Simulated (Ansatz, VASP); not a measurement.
**One calculation of TePb, two programs**

The input POSCAR:

```
TePb
1.0
    0.0000000000      3.2270013417      3.2270013417
    3.2270013417      0.0000000000      3.2270013417
    3.2270013417      3.2270013417      0.0000000000
Pb Te
1 1
Direct
    0.5000000000      0.5000000000      0.5000000000
    0.0000000000      0.0000000000      0.0000000000
```

The input INCAR.step1:

```
PREC = Accurate
ENCUT = 550
ISMEAR = 0
SIGMA = 0.05
LREAL = False
LASPH = True
NELM = 120
NBANDS = 17
GGA = PE
ALGO = Normal
EDIFF = 1E-5
LWAVE = True
LCHARG = False
GGA_COMPAT = False
```

The input INCAR.step2:

```
PREC = Accurate
ENCUT = 550
EDIFF = 1E-6
ISMEAR = 0
SIGMA = 0.05
LREAL = False
LASPH = True
NELM = 120
ALGO = Normal
ISIF = 2
LWAVE = False
LCHARG = True
METAGGA = R2SCAN
LMIXTAU = True
LUSE_VDW = True
IVDW_NL = 2
BPARAM = 11.95
CPARAM = 0.0093
LELF = True
LVHAR = True
NBANDS = 17
ISTART = 1
GGA_COMPAT = False
```

KPOINTS

```
regular mesh
0
Gamma
  6 6 6
```

Input for Ansatz:

```yaml
crystal:
  lattice:
    - [0.0, 3.2270013417, 3.2270013417]
    - [3.2270013417, 0.0, 3.2270013417]
    - [3.2270013417, 3.2270013417, 0.0]
  atoms:
    - { symbol: Pb, position: [0.5, 0.5, 0.5] }
    - { symbol: Te, position: [0.0, 0.0, 0.0] }
basis:
  ecutwfc: 500
  ecutrho_ratio: 4
kpoints:
  mp_grid: { grid: [6, 6, 6] }
hamiltonian:
  xc: r2scan
  dispersion: rvv10
scf:
  occupations: { method: gaussian, width: 0.05 }
output:
  forces: true
  stress: true
  eigenvalues: true
```

Alike in both runs: task single point; functional r2SCAN; dispersion rVV10; k mesh 6 × 6 × 6; occupations gaussian, width 0.05 eV; no spin polarisation.

|  | VASP | Ansatz |
| --- | --- | --- |
| version | VASP 6.6.1 | Ansatz 0.2.0 |
| potentials or method | VASP PAW PBE potentials, release 64 (Pb_d, Te), cutoff 550 eV | scalar-relativistic, plane waves, PAW |
| valence electrons in the cell | 20 | 30 |

Ansatz gave:

| Quantity | Value |
| --- | --- |
| gap on the k mesh at the Fermi level (eV) | 0.98 |
| least direct gap on the mesh (eV) | 0.98 |
| pressure (GPa) | 0.8 |

**Question.** Which values does VASP return?

**Answer.** gap on the k mesh at the Fermi level (eV): 0.98; least direct gap on the mesh (eV): 0.98; pressure (GPa): 1.0.

VASP's potentials were made for PBE, not for r2SCAN. VASP's potentials hold 20 valence electrons a cell and Ansatz's 30, so a difference there can come from the potentials and not from the codes.

Spin-orbit coupling is off throughout.
